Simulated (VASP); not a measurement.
A run of VASP 6.6.1 is set up as follows.

File INCAR:

```
SYSTEM = NaLi3S2
PREC = Accurate
ENCUT = 520
EDIFF = 1E-7
ISMEAR = 0
SIGMA = 0.1
LREAL = Auto
LASPH = .TRUE.
NELM = 60
ALGO = Normal
ISIF = 2
LWAVE = .FALSE.
LCHARG = .TRUE.
GGA = PE
IVDW = 12
LELF = .TRUE.
LVHAR = .TRUE.
NBANDS = 74
ISYM = 0
```

File KPOINTS:

```
Automatic mesh
0
Gamma
  2 2 2
  0.5 0.5 0.5
```

The input POSCAR:

```
NaLi3S2
1.0
    7.2775592624      0.1037229614     -0.0358133246
    0.1033120181      7.2538910761      0.3143234768
   -0.0387418853      0.3031607060      7.3464106953
Li S Na
12 8 4
Direct
    0.0529288664      0.7434991759      0.2923413625
    0.2331150606      0.9406308282      0.5535179171
    0.5065603704      0.0244200354      0.9701172550
    0.5331328617      0.7628623939      0.3580399451
    0.1761174476      0.3610596061      0.8118144411
    0.2177702951      0.3900547702      0.4525106562
    0.4499943205      0.5817272397      0.6484346376
    0.3452463981      0.2979397388      0.1545163236
    0.5765246375      0.0865432380      0.3511584369
    0.8737034378      0.4498754272      0.4706107869
    0.6272475614      0.2129562135      0.6472636832
    0.0029222765      0.1191143259      0.3025587303
    0.1096150415      0.6372313789      0.6138603590
    0.2904657440      0.9671988412      0.2149808462
    0.5304318977      0.8977837323      0.6690053856
    0.0017686310      0.1701288829      0.6237574076
    0.0531449676      0.4418935727      0.1567580627
    0.5019368086      0.3583876390      0.8885222856
    0.7796014425      0.9156051178      0.1721198128
    0.5449322702      0.4200684318      0.3901065063
    0.8727393916      0.8460850022      0.7724752020
    0.2698530988      0.7075235889      0.9561384038
    0.7067385565      0.5734300120      0.0791602853
    0.8571750452      0.2185355099     -0.0421441288
```

Potentials or basis: VASP PAW PBE potentials, release 64 (Li_sv, S, Na_pv).

Launch:

```bash
$ cat potpaw_PBE.64/Li_sv/POTCAR potpaw_PBE.64/S/POTCAR potpaw_PBE.64/Na_pv/POTCAR > POTCAR
$ mpirun -np 1 vasp_std > vasp.out
```

Problem. What does it give for the largest force?

Solution. 0.016 eV/Å.

Problem. What does it give for the dispersion energy per atom?

Solution. -0.275 eV.

Problem. What does it give for the band gap on the k mesh?

Solution. 3.92 eV.

Forces on the atoms (eV/Å):
```
Li   0.006 -0.002  0.002
Li   0.005 -0.002 -0.013
Li   0.008  0.000  0.007
Li   0.000  0.013 -0.007
Li   0.013  0.006 -0.006
Li  -0.002 -0.005  0.001
Li  -0.008 -0.009 -0.007
Li  -0.013 -0.004  0.009
Li  -0.009  0.005  0.009
Li   0.003  0.005  0.003
Li  -0.009  0.005 -0.011
Li   0.004  0.003 -0.002
S    0.005  0.000 -0.005
S    0.003  0.006  0.003
S   -0.004  0.011  0.010
S   -0.002 -0.006  0.002
S    0.003 -0.002  0.000
S   -0.001 -0.011  0.004
S   -0.001 -0.008 -0.001
S   -0.001 -0.004  0.000
Na   0.002 -0.010  0.007
Na  -0.006  0.000 -0.010
Na   0.007  0.012  0.006
Na  -0.004  0.000  0.000
```
